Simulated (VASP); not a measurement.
## K2H5: relaxation of cell and atoms with PBE

Crystal: K2H5.

```
K H
1.0
     5.76980    0.00000    0.00000
    -2.88490    4.99680    0.00000
     0.00000    0.00000    7.07745
K H
2 5
Direct
  0.33333 0.66667 0.00000
  0.66667 0.33333 0.00000
  0.33333 0.66667 0.55434
  0.66667 0.33333 0.55434
  0.33333 0.66667 0.44566
  0.66667 0.33333 0.44566
  0.00000 0.00000 0.00000
```

The cell was generated, and may not be a known phase.

```json
{
 "Program": "VASP 6.6.1",
 "Task": "relaxation of cell and atoms",
 "Functional": "PBE",
 "Potentials or basis": "VASP PAW PBE potentials, release 64 (K_sv, H_h)",
 "Cutoff": "1230 eV",
 "k mesh": "6 × 6 × 6",
 "Occupations": "gaussian, width 0.1 eV",
 "Spin": "no spin polarisation",
 "Dipole correction": "no",
 "Further INCAR settings": "ALGO = Normal; EDIFF = 1e-07; IBRION = 2; EDIFFG = -0.01; NSW = 100; ISIF = 3"
}
```

```
Relaxed volume                        : 32.43 Å³/atom
Relaxed cell                          : a = 5.908 Å, b = 5.908 Å, c = 7.508 Å, α = 90.00°, β = 90.00°, γ = 120.00°
Space group after relaxing (to 0.1 Å) : P6/mmm (No. 191)
Energy gained by relaxing             : 1.4 meV/atom
Ionic steps                           : 24
Pressure after relaxing               : 0.0 GPa
Band gap on the k mesh                : zero (an odd number of electrons rules out a gap without spin polarisation)
```

Forces in eV/Å, atoms in the order of the input:
```
K    0.000  0.000  0.000
K    0.000  0.000  0.000
H    0.000  0.000 -0.002
H    0.000  0.000 -0.002
H    0.000  0.000  0.002
H    0.000  0.000  0.002
H    0.000  0.000  0.000
```

Step by step:
```
step  energy change (eV)  largest force (eV/Å)  pressure (GPa)  volume (Å³)
   1              0.0000                0.0070            0.15       204.05
   2             -0.0008                0.0301            0.13       204.86
   3             -0.0026                0.0985            0.08       207.33
   4             -0.0043                0.2317           -0.03       212.32
   5             -0.0044                0.2266           -0.03       212.48
   6             -0.0049                0.2110           -0.03       212.98
   7             -0.0058                0.1793           -0.02       213.96
   8             -0.0072                0.1141           -0.01       215.94
   9             -0.0084                0.0242            0.02       219.95
  10             -0.0084                0.0386            0.02       220.35
  11             -0.0085                0.0315            0.01       220.80
  12             -0.0086                0.0101            0.00       222.16
  13             -0.0086                0.0316           -0.04       224.90
  14             -0.0087                0.0093           -0.02       223.45
  15             -0.0087                0.0065           -0.02       223.52
  16             -0.0089                0.0021           -0.02       223.75
  17             -0.0091                0.0195           -0.01       224.21
  18             -0.0094                0.0557            0.01       225.13
  19             -0.0093                0.1335            0.04       226.96
  20             -0.0095                0.0859            0.02       225.81
  21             -0.0095                0.0818            0.02       225.87
  22             -0.0096                0.0697            0.01       226.03
  23             -0.0097                0.0457            0.00       226.35
  24             -0.0098                0.0020           -0.01       226.98
```

Final structure:
```
K H
1.0
     5.90819    0.00000    0.00000
    -2.95409    5.11664    0.00000
     0.00000    0.00000    7.50848
K H
2 5
Direct
  0.33333 0.66667 0.00000
  0.66667 0.33333 0.00000
  0.33333 0.66667 0.55086
  0.66667 0.33333 0.55086
  0.33333 0.66667 0.44914
  0.66667 0.33333 0.44914
  0.00000 0.00000 0.00000
```

Levels at points of the mesh, in eV from the Fermi level:
| k point | band 7 | band 8 | band 9 | band 10 | band 11 | band 12 | band 13 | band 14 | band 15 |
| --- | --- | --- | --- | --- | --- | --- | --- | --- | --- |
| (0.00, 0.00, 0.00) | -16.43 | -16.43 | -8.49 | -7.92 | -3.05 | 0.26 | 0.92 | 2.36 | 2.36 |
| (0.50, 0.00, 0.00) | -16.52 | -16.39 | -8.30 | -8.12 | -2.58 | 0.08 | 1.10 | 1.31 | 1.45 |
| (0.00, 0.00, 0.50) | -16.43 | -16.43 | -8.48 | -7.92 | -3.11 | 0.08 | 1.24 | 2.42 | 2.42 |
| (0.50, 0.00, 0.50) | -16.52 | -16.39 | -8.29 | -8.11 | -2.57 | -0.37 | 1.00 | 1.15 | 2.01 |

Wall time 62 min on 1 thread of Intel(R) Xeon(R) 6975P-C (Granite Rapids) (shared host), peak memory 1.1 GiB.

Caveat: an odd number of electrons without spin polarisation forces a metal; a magnetic or distorted state may lie lower.
